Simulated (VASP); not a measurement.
# Mg2Sn (Fm-3m) in VASP: a series of runs

The runs below take Mg2Sn through single point, relaxation of cell and atoms, with LDA.

All numbers are computed with VASP 6.6.1; they aren't measurements. Logs are shortened: lines on timing, memory, paths and dates and some standing lists are left out, and cuts for length are marked.

## 1. The cell of the first run

The structure is cubic, space group Fm-3m (No. 225). The conventional cell has a = 6.665 Å, b = 6.665 Å, c = 6.665 Å, α = 90.00°, β = 90.00°, γ = 90.00°. Within 3.8 Å of Mg (site symmetry -43m) lie 4 Sn at 2.89 Å and 6 Mg at 3.33 Å. Sn (site symmetry m-3m) has 8 Mg at 2.89 Å within 3.8 Å.

## 2. Single point, LDA

INCAR reads:

```
PREC     = Accurate       # precision mode
ENCUT    = 600            # plane-wave cutoff, eV
EDIFF    = 1E-6           # SCF threshold, eV
ISMEAR   = -1             # smearing method
SIGMA    = 0.1            # smearing width, eV
LREAL    = F              # projectors in reciprocal space
LASPH    = T              # aspherical terms in the spheres
NELM     = 120            # most SCF steps
ALGO     = Normal         # electronic algorithm
ISIF     = 2              # what is computed and relaxed
LWAVE    = F              # write WAVECAR
LCHARG   = T              # write CHGCAR
GGA      = CA             # functional
LELF     = T              # ELF
LVHAR    = T            
NBANDS   = 16             # bands
GGA_COMPAT= F
```

KPOINTS reads:

```
Automatic mesh
0
Gamma
  12 12 12
```

POSCAR reads:

```
Mg2Sn
1.0
    0.0000000000      3.3323612206      3.3323612206
    3.3323612206      0.0000000000      3.3323612206
    3.3323612206      3.3323612206      0.0000000000
Mg Sn
2 1
Direct
    0.2500000000      0.2500000000      0.2500000000
    0.7500000000      0.7500000000      0.7500000000
    0.0000000000      0.0000000000      0.0000000000
```

Potentials or basis: VASP PAW LDA potentials, release 64 (Mg, Sn_d).

Launch:

```sh
cat potpaw_LDA.64/Mg/POTCAR potpaw_LDA.64/Sn_d/POTCAR > POTCAR
mpirun -np 1 vasp_std > vasp.out
```

OUTCAR:

```text
PREC = Accurate
   ENCUT = 600
   EDIFF = 1E-6
   ISMEAR = -1
   LREAL = F
   LASPH = T
   NELM = 120
   ISIF = 2
   GGA = CA

 ion  position               nearest neighbor table
   1  0.250  0.250  0.250-   3 2.89   3 2.89   3 2.89   3 2.89   2 3.33   2 3.33   2 3.33   2 3.33
                             2 3.33   2 3.33
   2  0.750  0.750  0.750-   3 2.89   3 2.89   3 2.89   3 2.89   1 3.33   1 3.33   1 3.33   1 3.33
                             1 3.33   1 3.33
   3  0.000  0.000  0.000-   2 2.89   2 2.89   2 2.89   1 2.89   2 2.89   1 2.89   1 2.89   1 2.89

  LATTYP: Found a face centered cubic cell.
 ALAT       =     6.6647224412

  Lattice vectors:

 A1 = (   0.0000000000,   3.3323612206,   3.3323612206)
 A2 = (   3.3323612206,   0.0000000000,   3.3323612206)
 A3 = (   3.3323612206,   3.3323612206,   0.0000000000)

Analysis of symmetry for initial positions (statically):
=====================================================================
 Subroutine PRICEL returns:
 Original cell was already a primitive cell.

 Routine SETGRP: Setting up the symmetry group for a
 face centered cubic supercell.

 Subroutine GETGRP returns: Found 48 space group operations
 (whereof 48 operations were pure point group operations)
 out of a pool of 48 trial point group operations.

The static configuration has the point symmetry O_h .

Analysis of symmetry for dynamics (positions and initial velocities):
=====================================================================
 Subroutine PRICEL returns:
 Original cell was already a primitive cell.

 Routine SETGRP: Setting up the symmetry group for a
 face centered cubic supercell.

 Subroutine GETGRP returns: Found 48 space group operations
 (whereof 48 operations were pure point group operations)
 out of a pool of 48 trial point group operations.

The dynamic configuration has the point symmetry O_h .

 Subroutine INISYM returns: Found 48 space group operations
 (whereof 48 operations are pure point group operations),
 and found     1 'primitive' translations

----------------------------------------------------------------------------------------

                                     Primitive cell

  volume of cell :      74.0093

  direct lattice vectors                    reciprocal lattice vectors
     0.000000000  3.332361221  3.332361221    -0.150043758  0.150043758  0.150043758
     3.332361221  0.000000000  3.332361221     0.150043758 -0.150043758  0.150043758
     3.332361221  3.332361221  0.000000000     0.150043758  0.150043758 -0.150043758

  length of vectors
     4.712670433  4.712670433  4.712670433     0.259883412  0.259883412  0.259883412

  position of ions in fractional coordinates (direct lattice)
     0.250000000  0.250000000  0.250000000
     0.750000000  0.750000000  0.750000000
     0.000000000  0.000000000  0.000000000

  ion indices of the primitive-cell ions
   primitive index   ion index
                 1           1
                 2           2
                 3           3

----------------------------------------------------------------------------------------

 KPOINTS: Automatic mesh

Automatic generation of k-mesh.
 Grid dimensions read from file:
 generate k-points for:   12   12   12

 Generating k-lattice:

  Cartesian coordinates                     Fractional coordinates (reciprocal lattice)
    -0.012503646  0.012503646  0.012503646     0.083333333  0.000000000  0.000000000
     0.012503646 -0.012503646  0.012503646     0.000000000  0.083333333  0.000000000
     0.012503646  0.012503646 -0.012503646     0.000000000  0.000000000  0.083333333

  Length of vectors
     0.021656951  0.021656951  0.021656951

  Shift w.r.t. Gamma in fractional coordinates (k-lattice)
     0.000000000  0.000000000  0.000000000

 Subroutine IBZKPT returns following result:
 ===========================================

 Found     72 irreducible k-points:

 Following reciprocal coordinates:
            Coordinates               Weight
  0.000000  0.000000  0.000000      1.000000
  0.083333  0.000000  0.000000      8.000000
  0.166667  0.000000  0.000000      8.000000
  0.250000  0.000000  0.000000      8.000000
  0.333333  0.000000  0.000000      8.000000
  0.416667  0.000000  0.000000      8.000000
[... 16 lines left out ...]
  0.500000  0.166667  0.000000     24.000000
 -0.416667  0.166667  0.000000     24.000000
 [... further k-points ...]
   k-points           NKPTS =     72   k-points in BZ     NKDIM =     72   number of bands    NBANDS=     16
   number of dos      NEDOS =    301   number of ions     NIONS =      3
   total plane-waves  NPLWV =  64000
   dimension x,y,z NGX =    40 NGY =   40 NGZ =   40
   dimension x,y,z NGXF=    80 NGYF=   80 NGZF=   80
   ions per type =               2   1
   NGX,Y,Z   is equivalent  to a cutoff of  14.11, 14.11, 14.11 a.u.
   NGXF,Y,Z  is equivalent  to a cutoff of  28.22, 28.22, 28.22 a.u.
 SYSTEM =  unknown system
   PREC   = accura    normal or accurate (medium, high low for compatibility)
   ISTART =      0    job   : 0-new  1-cont  2-samecut
   ICHARG =      2    charge: 1-file 2-atom 10-const
   ISPIN  =      1    spin polarized calculation?
   LNONCOLLINEAR =      F non collinear calculations
   LSORBIT =      F    spin-orbit coupling
   LASPH  =      T    aspherical Exc in radial PAW
   ENCUT  =  600.0 eV  44.10 Ry    6.64 a.u.   9.41  9.41  9.41*2*pi/ulx,y,z
   NELM   =    120;   NELMIN=  2; NELMDL= -5     # of ELM steps
   EDIFF  = 0.1E-05   stopping-criterion for ELM
   LREAL  =      F    real-space projection
   EDIFFG = 0.1E-04   stopping-criterion for IOM
   NSW    =      0    number of steps for IOM
   IBRION =     -1    ionic relax: 0-MD 1-quasi-New 2-CG
   NFREE  =      0    steps in history (QN), initial steepest desc. (CG)
   ISIF   =      2    stress and relaxation
   ISYM   =      2    0-nonsym 1-usesym 2-fastsym
   POTIM  = 0.5000    time-step for ionic-motion
   TEBEG  =    0.0;   TEEND  =   0.0 temperature during run
   PSTRESS=    0.0 pullay stress
   NELECT =      18.0000    total number of electrons
   NUPDOWN=      -1.0000    fix difference up-down
   EMIN   =  10.00;   EMAX   =-10.00  energy-range for DOS
   EFERMI =   0.00;   METHOD = LEGACY
   ISMEAR =    -1;   SIGMA  =   0.10  broadening in eV -4-tet -1-fermi 0-gaus
   EFERMI_NEDOS =   21; number of points for ismear=-14 and -15
   IALGO  =     38    algorithm
   IMIX   =      4    mixing-type and parameters
     AMIX     =   0.40;   BMIX     =  1.00
     AMIX_MAG =   1.60;   BMIX_MAG =  1.00
  volume/ion in A,a.u.               =      24.67       166.48
  Fermi-wavevector in a.u.,A,eV,Ry     =   1.021889  1.931090 14.207972  1.044257
  Thomas-Fermi vector in A             =   2.155538
   LORBIT       =      0    0 simple, 1 ext, 2 COOP (PROOUT), +10 PAW based schemes
   GGA     = CA    functional components
   LHFCALC =     F    Hartree Fock is set to
   AEXX    =    0.0000 exact exchange contribution
   IVDW    =     0    specifies the selected vdW correction
   LEPSILON=     F    determine dielectric tensor
   LRPA    =     F    only Hartree local field effects (RPA)
 non-spin polarized calculation
  energy-cutoff  :      600.00
  volume of cell :       74.01
 maximum number of plane-waves:      2497
 NGX is ok and might be reduce to    40
   NGX = 19   NGY = 19   NGZ = 19

 number of electron      17.9999999 magnetization

 Free energy of the ion-electron system (eV)
  ---------------------------------------------------
  ext. energy  EPLUGINS =         0.00000000
  ---------------------------------------------------
  free energy    TOTEN  =        -8.94270566 eV

  energy without entropy =       -8.93255376  energy(sigma->0) =       -8.93762971

 E-fermi :   4.3606     XC(G=0):  -9.1367

 val. band max:        4.3525065854   @ k =   0.4167   0.4167   0.0000
 cond. band min:       4.3791381828   @ k =   0.0000   0.0000   0.0000
 fundamental gap:      0.0266315975
 Fermi energy:         4.3606485084

 k-point     1 :       0.0000    0.0000    0.0000
  band No.  band energies     occupation
      1     -16.5422      2.00000
      2     -16.5422      2.00000
      3     -16.5422      2.00000
      4     -16.4977      2.00000
      5     -16.4977      2.00000
      6      -4.9513      2.00000
[... 8 lines left out ...]
     15       9.9792      0.00000
     16       9.9792      0.00000

 k-point     2 :       0.0833    0.0000    0.0000
  band No.  band energies     occupation
      1     -16.5421      2.00000
      2     -16.5419      2.00000
      3     -16.5419      2.00000
      4     -16.4976      2.00000
      5     -16.4976      2.00000
      6      -4.8926      2.00000
[... 8 lines left out ...]
     15       9.3413      0.00000
     16       9.3413      0.00000

 k-point     3 :       0.1667    0.0000    0.0000
  band No.  band energies     occupation
      1     -16.5420      2.00000
      2     -16.5412      2.00000
      3     -16.5412      2.00000
      4     -16.4975      2.00000
      5     -16.4975      2.00000
      6      -4.7201      2.00000
[... 8 lines left out ...]
     15       8.8791      0.00000
     16       9.4128      0.00000

 k-point     4 :       0.2500    0.0000    0.0000
  band No.  band energies     occupation
      1     -16.5418      2.00000
      2     -16.5402      2.00000
      3     -16.5402      2.00000
      4     -16.4974      2.00000
      5     -16.4974      2.00000
      6      -4.4472      2.00000
[... 8 lines left out ...]
     15       9.0184      0.00000
     16       9.1085      0.00000
[... 324 lines left out ...]
 k-point    22 :       0.4167    0.1667    0.0000
  band No.  band energies     occupation
      1     -16.5424      2.00000
      2     -16.5382      2.00000
      3     -16.5374      2.00000
      4     -16.4982      2.00000
      5     -16.4960      2.00000
      6      -3.8134      2.00000
[... 8 lines left out ...]
     15      11.3850      0.00000
     16      11.7821      0.00000

 k-point    23 :       0.5000    0.1667    0.0000
  band No.  band energies     occupation
      1     -16.5415      2.00000
      2     -16.5383      2.00000
      3     -16.5372      2.00000
      4     -16.4978      2.00000
      5     -16.4962      2.00000
      6      -3.5436      2.00000
[... 8 lines left out ...]
     15      11.4389      0.00000
     16      11.9086      0.00000

 k-point    24 :      -0.4167    0.1667    0.0000
  band No.  band energies     occupation
      1     -16.5408      2.00000
      2     -16.5387      2.00000
      3     -16.5374      2.00000
      4     -16.4974      2.00000
      5     -16.4966      2.00000
      6      -3.4995      2.00000
[... 8 lines left out ...]
     15      10.3454      0.00000
     16      10.8406      0.00000

 [... further k-points ...]

------------------------ aborting loop because EDIFF is reached ----------------------------------------

  FORCE on cell =-STRESS in cart. coord.  units (eV):
  Direction    XX          YY          ZZ          XY          YZ          ZX
  --------------------------------------------------------------------------------------
  -------------------------------------------------------------------------------------
  Total       -0.1376693     -0.1376693     -0.1376693      0.0000000     -0.0000000      0.0000000
  in kB       -2.9803108     -2.9803108     -2.9803108      0.0000000     -0.0000000      0.0000000
  external PRESSURE =      -2.9803108 kB  Pullay stress =       0.0000000 kB

 VOLUME and BASIS-vectors are now :
 -----------------------------------------------------------------------------
  energy-cutoff  :      600.00
  volume of cell :       74.01
      direct lattice vectors                 reciprocal lattice vectors
     0.000000000  3.332361221  3.332361221    -0.150043758  0.150043758  0.150043758
     3.332361221  0.000000000  3.332361221     0.150043758 -0.150043758  0.150043758
     3.332361221  3.332361221  0.000000000     0.150043758  0.150043758 -0.150043758

 POSITION                                       TOTAL-FORCE (eV/Angst)
 -----------------------------------------------------------------------------------
      1.66618      1.66618      1.66618         0.000000      0.000000      0.000000
      4.99854      4.99854      4.99854        -0.000000     -0.000000     -0.000000
      0.00000      0.00000      0.00000         0.000000     -0.000000     -0.000000
 -----------------------------------------------------------------------------------
    total drift:                               -0.000000      0.000000     -0.000000

  FREE ENERGIE OF THE ION-ELECTRON SYSTEM (eV)
  ---------------------------------------------------
  free  energy   TOTEN  =        -8.9427056597 eV

  energy  without entropy=       -8.9325537580  energy(sigma->0) =       -8.93762971
```

Wall time 81 s (1 thread of Oxide Virtual Turin-like, shared host); peak memory 0.24 GiB.

Results:

```yaml
Free_energy: -8.9427 eV
Pressure: -0.3 GPa
Band_gap_on_the_k_mesh: zero (bands 9 and 10 overlap by 0.11 eV)
```

Caveat: spin-orbit coupling is left out, which moves the levels of the heavy elements.

## 3. Relaxation of cell and atoms, LDA, target pressure 1 GPa, at which the enthalpy is minimised

INCAR reads:

```
SYSTEM = Mg2Sn
PREC     = Accurate       ! precision mode
ENCUT    = 600            ! plane-wave cutoff, eV
EDIFF    = 1E-7           ! SCF threshold, eV
ISMEAR   = -1             ! smearing method
SIGMA    = 0.1            ! smearing width, eV
LREAL    = .FALSE.        ! projectors in reciprocal space
LASPH    = .TRUE.         ! aspherical terms in the spheres
NELM     = 120            ! most SCF steps
ALGO     = Normal         ! electronic algorithm
ISIF     = 3              ! what is computed and relaxed
LWAVE    = .FALSE.        ! write WAVECAR
LCHARG   = .FALSE.        ! write CHGCAR
IBRION   = 2              ! ionic algorithm
NSW      = 100            ! ionic steps
EDIFFG   = -0.002         ! ionic threshold
PSTRESS  = 10.0         
GGA_COMPAT= .FALSE.      
NELMIN   = 4
```

KPOINTS reads:

```
Automatic mesh
0
G
  12 12 12
  0 0 0
```

POSCAR is that of step 2.

Potentials or basis: VASP PAW LDA potentials, release 64 (Mg, Sn_d).

Launch:

```sh
cat potpaw_LDA.64/Mg/POTCAR potpaw_LDA.64/Sn_d/POTCAR > POTCAR
mpirun -np 1 vasp_std > vasp.out
```

Wall time 2.7 min (1 thread of Oxide Virtual Turin-like, shared host); peak memory 0.24 GiB.

The run converged. Its results:

```yaml
Free_energy: -8.9386 eV
Relaxed_volume: 24.03 Å³/atom
Relaxed_cell: a = 4.672 Å, b = 4.672 Å, c = 4.672 Å, α = 60.00°, β = 60.00°, γ = 60.00°
Space_group_after_relaxing_to_0.1_Å: Fm-3m (No. 225)
Energy_change_on_relaxing_the_run_minimises_the_enthalpy: +1.4 meV/atom
Ionic_steps: 3
Pressure_after_relaxing: 1.0 GPa
Band_gap_on_the_k_mesh: zero (bands 9 and 10 overlap by 0.07 eV)
```

The path:
```csv
step,energy change (eV),largest force (eV/Å),pressure (GPa),volume (Å³)
1,0.0000,0.0000,-0.28,74.01
2,0.0054,0.0000,1.13,71.92
3,0.0041,0.0000,1.00,72.10
```

Final structure:
```yaml
crystal:
  lattice:
    - [0.00000, 3.30348, 3.30348]
    - [3.30348, 0.00000, 3.30348]
    - [3.30348, 3.30348, 0.00000]
  atoms:
    - { symbol: Mg, position: [0.25000, 0.25000, 0.25000] }
    - { symbol: Mg, position: [0.75000, 0.75000, 0.75000] }
    - { symbol: Sn, position: [0.00000, 0.00000, 0.00000] }
```

Levels at points of the mesh, in eV from the Fermi level:
```tsv
k point	band 6	band 7	band 8	band 9	band 10	band 11	band 12	band 13
(0.00, 0.00, 0.00)	-9.45	0.01	0.01	0.01	1.71	2.28	2.28	2.28
(0.50, 0.00, 0.00)	-8.08	-5.03	-0.86	-0.86	0.87	2.31	2.31	4.04
(0.50, 0.50, 0.00)	-7.53	-4.78	-2.20	-2.20	-0.06	0.11	7.51	7.51
```

Caveat: the cell is relaxed towards a set pressure, so the run minimises the enthalpy, not the energy; spin-orbit coupling is left out, which moves the levels of the heavy elements. Zero-point motion and thermal expansion aren't in these numbers.

## 4. Relaxation of cell and atoms, LDA, target pressure 2 GPa, at which the enthalpy is minimised

INCAR reads:

```
SYSTEM = Mg2Sn
  PREC = Accurate
  ENCUT = 600
  EDIFF = 1E-7
  ISMEAR = -1
  SIGMA = 0.1
  LREAL = .FALSE.
  LASPH = .TRUE.
  NELM = 120
  ALGO = Normal
  ISIF = 3
  LWAVE = .FALSE.
  LCHARG = .FALSE.
  GGA = CA
  IBRION = 2
  NSW = 100
  EDIFFG = -0.002
  PSTRESS = 20.0
  GGA_COMPAT = .FALSE.
  NELMIN = 4
```

KPOINTS reads:

```
regular mesh
0
G
  12 12 12
  0 0 0
```

POSCAR is that of step 3.

Launch:

```sh
cat potpaw_LDA.64/Mg/POTCAR potpaw_LDA.64/Sn_d/POTCAR > POTCAR
mpirun -np 1 vasp_std > vasp.out
```

Wall time 3.8 min (1 thread of Oxide Virtual Turin-like, shared host); peak memory 0.25 GiB.

Results (log left out):

* Free energy: -8.9261 eV
* Relaxed volume: 23.59 Å³/atom
* Relaxed cell: a = 4.643 Å, b = 4.643 Å, c = 4.643 Å, α = 60.00°, β = 60.00°, γ = 60.00°
* Space group after relaxing (to 0.1 Å): Fm-3m (No. 225)
* Energy change on relaxing (the run minimises the enthalpy): +5.5 meV/atom
* Ionic steps: 3
* Pressure after relaxing: 2.0 GPa
* Band gap on the k mesh: zero (bands 9 and 10 overlap by 0.04 eV)

The path:
```csv
step,energy change (eV),largest force (eV/Å),pressure (GPa),volume (Å³)
1,0.0000,0.0000,-0.28,74.01
2,0.0229,0.0000,2.37,70.31
3,0.0166,0.0000,2.01,70.77
```

Final structure:
```cif
data_structure
_symmetry_space_group_name_H-M 'P 1'
_symmetry_Int_Tables_number 1
_cell_length_a 4.6429
_cell_length_b 4.6429
_cell_length_c 4.6429
_cell_angle_alpha 60.000
_cell_angle_beta 60.000
_cell_angle_gamma 60.000
_cell_volume 70.77
loop_
_atom_site_label
_atom_site_type_symbol
_atom_site_fract_x
_atom_site_fract_y
_atom_site_fract_z
_atom_site_occupancy
Mg1 Mg 0.25000 0.25000 0.25000 1
Mg2 Mg 0.75000 0.75000 0.75000 1
Sn1 Sn 0.00000 0.00000 0.00000 1
```

Levels at points of the mesh, in eV from the Fermi level:
```
           k point  band 7  band 8  band 9  band 10  band 11  band 12
(0.00, 0.00, 0.00)    0.00    0.00    0.00     1.82     2.31     2.31
(0.50, 0.00, 0.00)   -5.11   -0.87   -0.87     0.94     2.31     2.31
(0.50, 0.50, 0.00)   -4.85   -2.24   -2.24    -0.03     0.08     7.60
```

Caveat: the cell is relaxed towards a set pressure, so the run minimises the enthalpy, not the energy; spin-orbit coupling is left out, which moves the levels of the heavy elements. LDA usually gives volumes a few per cent too small.

## 5. The runs side by side

| task | cell | gap on the mesh (eV) | pressure (GPa) |
| --- | --- | --- | --- |
| single point | a = 4.713 Å, angles 60.0°, 3 atoms | none | -0.3 |
| relaxation of cell and atoms | relaxed to 1 GPa from a = 4.713 Å, angles 60.0°, 3 atoms | none | 1.0 |
| relaxation of cell and atoms | relaxed to 2 GPa from a = 4.713 Å, angles 60.0°, 3 atoms | none | 2.0 |

Alike in all rows: level LDA; potentials or basis VASP PAW LDA potentials, release 64 (Mg, Sn_d); no spin polarisation; k mesh 12 × 12 × 12; cutoff (eV) 600; smearing fermi-dirac 0.1 eV.

Caveats: spin-orbit coupling is left out, which moves the levels of the heavy elements; the cell is relaxed towards a set pressure, so the run minimises the enthalpy, not the energy (at least some runs).

Total energies depend on the potentials used, so only differences within one code and one set of settings carry meaning.

The gap in the log of VASP goes by the Fermi energy; the results here count the filled bands.